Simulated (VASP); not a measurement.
# AlCu4 (P2_13) in VASP: further runs

AlCu4 is run at these levels: PBEsol; tasks: single point.

All numbers are computed with VASP 6.6.1; they aren't measurements. Logs are shortened: lines on timing, memory, paths and dates and some standing lists are left out, and cuts for length are marked.

**1. The cell of the first run**

Symmetry: P2_13, No. 198, cubic system. The conventional cell has a = 5.965 Å, b = 5.965 Å, c = 5.965 Å, α = 90.00°, β = 90.00°, γ = 90.00°. Al (site symmetry 3) has 12 Cu at 2.25 to 2.53 Å within 3.0 Å. Within 3.0 Å of Cu (site symmetry 3) lie 3 Al at 2.25 Å and 9 Cu at 2.40 to 2.53 Å. Cu (site symmetry 1) has 11 Cu at 2.40 to 3.09 Å and 3 Al at 2.41 to 2.53 Å within 3.2 Å.

**2. Single point, PBEsol (10.61 Å³/atom)**

File INCAR:

```
PREC = Accurate
ENCUT = 520
EDIFF = 1E-7
ISMEAR = 0
SIGMA = 0.1
LREAL = Auto
LASPH = T
NELM = 100
ALGO = Fast
ISIF = 2
LWAVE = F
LCHARG = F
GGA = PS
NBANDS = 110
```

File KPOINTS:

```
Automatic mesh
0
Gamma
  6 6 6
```

File POSCAR:

```
AlCu4
1.0
    5.9650065268      0.0000000000      0.0000000000
    0.0000000000      5.9650065268      0.0000000000
    0.0000000000      0.0000000000      5.9650065268
Al Cu
4 16
Direct
    0.4395656196      0.9395656196      0.5604343804
    0.9395656196      0.5604343804      0.4395656196
    0.5604343804      0.4395656196      0.9395656196
    0.0604343804      0.0604343804      0.0604343804
    0.8096774889      0.3096774889      0.1903225111
    0.3096774889      0.1903225111      0.8096774889
    0.1903225111      0.8096774889      0.3096774889
    0.6903225111      0.6903225111      0.6903225111
    0.0466838851      0.8751676769      0.7018015482
    0.2981984518      0.5466838851      0.6248323231
    0.3751676769      0.7981984518      0.9533161149
    0.5466838851      0.6248323231      0.2981984518
    0.7981984518      0.9533161149      0.3751676769
    0.8751676769      0.7018015482      0.0466838851
    0.9533161149      0.3751676769      0.7981984518
    0.7018015482      0.0466838851      0.8751676769
    0.6248323231      0.2981984518      0.5466838851
    0.4533161149      0.1248323231      0.2018015482
    0.2018015482      0.4533161149      0.1248323231
    0.1248323231      0.2018015482      0.4533161149
```

Potentials or basis: VASP PAW PBE potentials, release 64 (Al, Cu).

Command:

```console
$ cat potpaw_PBE.64/Al/POTCAR potpaw_PBE.64/Cu/POTCAR > POTCAR
$ mpirun -np 1 vasp_std > vasp.out
```

OUTCAR:

```text
PREC = Accurate
   ENCUT = 520
   EDIFF = 1E-7
   ISMEAR = 0
   LREAL = Auto
   LASPH = T
   NELM = 100
   ISIF = 2
   GGA = PS

 ion  position               nearest neighbor table
   1  0.440  0.940  0.560-   6 2.25   7 2.25   8 2.25  13 2.41  17 2.41  18 2.41   9 2.52  10 2.52
                            11 2.52  12 2.53  16 2.53  20 2.53
   2  0.940  0.560  0.440-   5 2.25   7 2.25   8 2.25  10 2.41  15 2.41  20 2.41  14 2.52  12 2.52
                            13 2.52  17 2.53  19 2.53   9 2.53
   3  0.560  0.440  0.940-   5 2.25   6 2.25   8 2.25  11 2.41  12 2.41  19 2.41  16 2.52  17 2.52
                            15 2.52  10 2.53  18 2.53  14 2.53
   4  0.060  0.060  0.060-   5 2.25   6 2.25   7 2.25   9 2.41  14 2.41  16 2.41  18 2.52  19 2.52
                            20 2.52  11 2.53  15 2.53  13 2.53
   5  0.810  0.310  0.190-   2 2.25   3 2.25   4 2.25  13 2.40  17 2.40  18 2.40  14 2.52  15 2.52
                            19 2.52  16 2.53  12 2.53  20 2.53
   6  0.310  0.190  0.810-   1 2.25   3 2.25   4 2.25  10 2.40  15 2.40  20 2.40  16 2.52  18 2.52
                            11 2.52   9 2.53  19 2.53  17 2.53
   7  0.190  0.810  0.310-   1 2.25   2 2.25   4 2.25  11 2.40  12 2.40  19 2.40  13 2.52   9 2.52
                            20 2.52  18 2.53  10 2.53  14 2.53
   8  0.690  0.690  0.690-   1 2.25   2 2.25   3 2.25   9 2.40  14 2.40  16 2.40  10 2.52  12 2.52
                            17 2.52  15 2.53  13 2.53  11 2.53
   9  0.047  0.875  0.702-   8 2.40   4 2.41  13 2.49  20 2.49  10 2.51  11 2.51  16 2.52  14 2.52
[... 9 lines left out ...]
  14  0.875  0.702  0.047-   8 2.40   4 2.41  15 2.49  19 2.49  12 2.51  13 2.51  16 2.52   9 2.52
                             2 2.52   5 2.52   3 2.53   7 2.53
  15  0.953  0.375  0.798-   6 2.40   2 2.41  14 2.49  19 2.49  17 2.51  16 2.51  10 2.52  20 2.52
                             3 2.52   5 2.52   4 2.53   8 2.53
  16  0.702  0.047  0.875-   8 2.40   4 2.41  11 2.49  18 2.49  17 2.51  15 2.51  14 2.52   9 2.52
                             3 2.52   6 2.52   1 2.53   5 2.53
  17  0.625  0.298  0.547-   5 2.40   1 2.41  10 2.49  12 2.49  15 2.51  16 2.51  13 2.52  18 2.52
                             3 2.52   8 2.52   2 2.53   6 2.53
  18  0.453  0.125  0.202-   5 2.40   1 2.41  11 2.49  16 2.49  19 2.51  20 2.51  13 2.52  17 2.52
                             4 2.52   6 2.52   3 2.53   7 2.53
  19  0.202  0.453  0.125-   7 2.40   3 2.41  14 2.49  15 2.49  18 2.51  20 2.51  11 2.52  12 2.52
                             4 2.52   5 2.52   2 2.53   6 2.53
  20  0.125  0.202  0.453-   6 2.40   2 2.41   9 2.49  13 2.49  18 2.51  19 2.51  10 2.52  15 2.52
                             4 2.52   7 2.52   1 2.53   5 2.53

  LATTYP: Found a simple cubic cell.
 ALAT       =     5.9650065268

  Lattice vectors:

 A1 = (   5.9650065268,   0.0000000000,   0.0000000000)
 A2 = (   0.0000000000,   5.9650065268,   0.0000000000)
 A3 = (   0.0000000000,   0.0000000000,   5.9650065268)

Analysis of symmetry for initial positions (statically):
=====================================================================
 Subroutine PRICEL returns:
 Original cell was already a primitive cell.

 Routine SETGRP: Setting up the symmetry group for a
 simple cubic supercell.

 Subroutine GETGRP returns: Found 12 space group operations
 (whereof  3 operations were pure point group operations)
 out of a pool of 48 trial point group operations.

The static configuration has the point symmetry C_3 .
 The point group associated with its full space group is T   .

Analysis of symmetry for dynamics (positions and initial velocities):
=====================================================================
 Subroutine PRICEL returns:
 Original cell was already a primitive cell.

 Routine SETGRP: Setting up the symmetry group for a
 simple cubic supercell.

 Subroutine GETGRP returns: Found 12 space group operations
 (whereof  3 operations were pure point group operations)
 out of a pool of 48 trial point group operations.

The dynamic configuration has the point symmetry C_3 .
 The point group associated with its full space group is T   .

 Subroutine INISYM returns: Found 12 space group operations
 (whereof  3 operations are pure point group operations),
 and found     1 'primitive' translations

----------------------------------------------------------------------------------------

                                     Primitive cell

  volume of cell :     212.2427

  direct lattice vectors                    reciprocal lattice vectors
     5.965006527  0.000000000  0.000000000     0.167644410  0.000000000  0.000000000
[... 62 lines left out ...]
     0.027940735  0.000000000  0.000000000     0.166666667  0.000000000  0.000000000
     0.000000000  0.027940735  0.000000000     0.000000000  0.166666667  0.000000000
     0.000000000  0.000000000  0.027940735     0.000000000  0.000000000  0.166666667

  Length of vectors
     0.027940735  0.027940735  0.027940735

  Shift w.r.t. Gamma in fractional coordinates (k-lattice)
     0.000000000  0.000000000  0.000000000

 Subroutine IBZKPT returns following result:
 ===========================================

 Found     24 irreducible k-points:

 Following reciprocal coordinates:
            Coordinates               Weight
  0.000000  0.000000  0.000000      1.000000
  0.166667  0.000000  0.000000      6.000000
  0.333333  0.000000  0.000000      6.000000
  0.500000  0.000000  0.000000      3.000000
  0.166667  0.166667  0.000000     12.000000
  0.333333  0.166667  0.000000     12.000000
[... 16 lines left out ...]
  0.500000  0.500000  0.333333      6.000000
  0.500000  0.500000  0.500000      1.000000
   k-points           NKPTS =     24   k-points in BZ     NKDIM =     24   number of bands    NBANDS=    110
   number of dos      NEDOS =    301   number of ions     NIONS =     20
   total plane-waves  NPLWV = 110592
   dimension x,y,z NGX =    48 NGY =   48 NGZ =   48
   dimension x,y,z NGXF=    96 NGYF=   96 NGZF=   96
   ions per type =               4  16
   NGX,Y,Z   is equivalent  to a cutoff of  13.38, 13.38, 13.38 a.u.
   NGXF,Y,Z  is equivalent  to a cutoff of  26.76, 26.76, 26.76 a.u.
 SYSTEM =  unknown system
   PREC   = accura    normal or accurate (medium, high low for compatibility)
   ISTART =      0    job   : 0-new  1-cont  2-samecut
   ICHARG =      2    charge: 1-file 2-atom 10-const
   ISPIN  =      1    spin polarized calculation?
   LNONCOLLINEAR =      F non collinear calculations
   LSORBIT =      F    spin-orbit coupling
   LASPH  =      T    aspherical Exc in radial PAW
   ENCUT  =  520.0 eV  38.22 Ry    6.18 a.u.  11.09 11.09 11.09*2*pi/ulx,y,z
   NELM   =    100;   NELMIN=  2; NELMDL= -5     # of ELM steps
   EDIFF  = 0.1E-06   stopping-criterion for ELM
   LREAL  =      T    real-space projection
   EDIFFG = 0.1E-05   stopping-criterion for IOM
   NSW    =      0    number of steps for IOM
   IBRION =     -1    ionic relax: 0-MD 1-quasi-New 2-CG
   NFREE  =      0    steps in history (QN), initial steepest desc. (CG)
   ISIF   =      2    stress and relaxation
   ISYM   =      2    0-nonsym 1-usesym 2-fastsym
   POTIM  = 0.5000    time-step for ionic-motion
   TEBEG  =    0.0;   TEEND  =   0.0 temperature during run
   PSTRESS=    0.0 pullay stress
   NELECT =     188.0000    total number of electrons
   NUPDOWN=      -1.0000    fix difference up-down
   EMIN   =  10.00;   EMAX   =-10.00  energy-range for DOS
   EFERMI =   0.00;   METHOD = LEGACY
   ISMEAR =     0;   SIGMA  =   0.10  broadening in eV -4-tet -1-fermi 0-gaus
   EFERMI_NEDOS =   21; number of points for ismear=-14 and -15
   IALGO  =     68    algorithm
   IMIX   =      4    mixing-type and parameters
     AMIX     =   0.40;   BMIX     =  1.00
     AMIX_MAG =   1.60;   BMIX_MAG =  1.00
  volume/ion in A,a.u.               =      10.61        71.61
  Fermi-wavevector in a.u.,A,eV,Ry     =   1.572232  2.971087 33.632408  2.471912
  Thomas-Fermi vector in A             =   2.673697
   LORBIT       =      0    0 simple, 1 ext, 2 COOP (PROOUT), +10 PAW based schemes
   GGA     = PS    functional components
   LHFCALC =     F    Hartree Fock is set to
   AEXX    =    0.0000 exact exchange contribution
   IVDW    =     0    specifies the selected vdW correction
   LEPSILON=     F    determine dielectric tensor
   LRPA    =     F    only Hartree local field effects (RPA)
 non-spin polarized calculation
 RMM-DIIS sequential band-by-band and
 Gauss-broadening in eV      SIGMA  =   0.10
  energy-cutoff  :      520.00
  volume of cell :      212.24
 maximum number of plane-waves:      5832
 NGX is ok and might be reduce to    48
   NGX = 23   NGY = 23   NGZ = 23

 number of electron     187.9999957 magnetization

 Free energy of the ion-electron system (eV)
  ---------------------------------------------------
  ext. energy  EPLUGINS =         0.00000000
  ---------------------------------------------------
  free energy    TOTEN  =       -85.49619265 eV

  energy without entropy =      -85.47544783  energy(sigma->0) =      -85.48582024

 E-fermi :   9.6662     XC(G=0): -13.2204

 val. band max:        9.6168171417   @ k =   0.1667   0.1667   0.0000
 cond. band min:       9.6994497141   @ k =   0.3333   0.3333   0.0000
 fundamental gap:      0.0826325724
 Fermi energy:         9.6661651341

 k-point     1 :       0.0000    0.0000    0.0000
  band No.  band energies     occupation
      1      -1.5643      2.00000
      2       1.8327      2.00000
      3       1.8327      2.00000
      4       1.8327      2.00000
      5       2.6779      2.00000
      6       2.6779      2.00000
[... 2605 lines left out ...]
    105      14.0641      0.00000
    106      14.0641      0.00000
 [bands above 106 left out]

------------------------ aborting loop because EDIFF is reached ----------------------------------------

  FORCE on cell =-STRESS in cart. coord.  units (eV):
  Direction    XX          YY          ZZ          XY          YZ          ZX
  --------------------------------------------------------------------------------------
  -------------------------------------------------------------------------------------
  Total       34.6739487     34.6739487     34.6739487      0.0000000      0.0000000      0.0000000
  in kB      261.7466398    261.7466398    261.7466398      0.0000000      0.0000000      0.0000000
  external PRESSURE =     261.7466398 kB  Pullay stress =       0.0000000 kB

 VOLUME and BASIS-vectors are now :
 -----------------------------------------------------------------------------
  energy-cutoff  :      520.00
  volume of cell :      212.24
      direct lattice vectors                 reciprocal lattice vectors
     5.965006527  0.000000000  0.000000000     0.167644410  0.000000000  0.000000000
     0.000000000  5.965006527  0.000000000     0.000000000  0.167644410  0.000000000
     0.000000000  0.000000000  5.965006527     0.000000000  0.000000000  0.167644410

 POSITION                                       TOTAL-FORCE (eV/Angst)
 -----------------------------------------------------------------------------------
      2.62201      5.60452      3.34299         0.004253      0.004253     -0.004253
      5.60452      3.34299      2.62201         0.004253     -0.004253      0.004253
      3.34299      2.62201      5.60452        -0.004253      0.004253      0.004253
      0.36049      0.36049      0.36049        -0.004253     -0.004253     -0.004253
      4.82973      1.84723      1.13528        -0.001612     -0.001612      0.001612
      1.84723      1.13528      4.82973        -0.001612      0.001612     -0.001612
[... 12 lines left out ...]
      1.20375      2.70403      0.74463         0.001123     -0.000674      0.001258
      0.74463      1.20375      2.70403         0.001258      0.001123     -0.000674
 -----------------------------------------------------------------------------------
    total drift:                               -0.000001      0.000000     -0.000000

  FREE ENERGIE OF THE ION-ELECTRON SYSTEM (eV)
  ---------------------------------------------------
  free  energy   TOTEN  =       -85.4961926483 eV

  energy  without entropy=      -85.4754478340  energy(sigma->0) =      -85.48582024
```

Run time: 14 min. Hardware: 1 thread of Intel Xeon 6975P-C (Granite Rapids), shared host; peak memory 0.55 GiB.

What came out:

```
Free energy            : -85.4962 eV
Pressure               : 26.2 GPa
Largest force          : 0.007 eV/Å
Band gap on the k mesh : zero (bands 94 and 95 overlap by 0.99 eV)
```

Forces on the atoms (eV/Å):
```
Al   0.004  0.004 -0.004
Al   0.004 -0.004  0.004
Al  -0.004  0.004  0.004
Al  -0.004 -0.004 -0.004
Cu  -0.002 -0.002  0.002
Cu  -0.002  0.002 -0.002
Cu   0.002 -0.002 -0.002
Cu   0.002  0.002  0.002
Cu   0.001 -0.001  0.001
Cu  -0.001  0.001  0.001
Cu  -0.001 -0.001 -0.001
Cu   0.001  0.001 -0.001
Cu  -0.001 -0.001 -0.001
Cu  -0.001  0.001  0.001
Cu  -0.001 -0.001 -0.001
Cu   0.001  0.001 -0.001
Cu   0.001 -0.001  0.001
Cu  -0.001  0.001  0.001
Cu   0.001 -0.001  0.001
Cu   0.001  0.001 -0.001
```

Caveat: the cell stands under pressure; the PAW data sets were made with another functional, which shifts forces and pressure a little.

(Continued in part 2 of 2.)
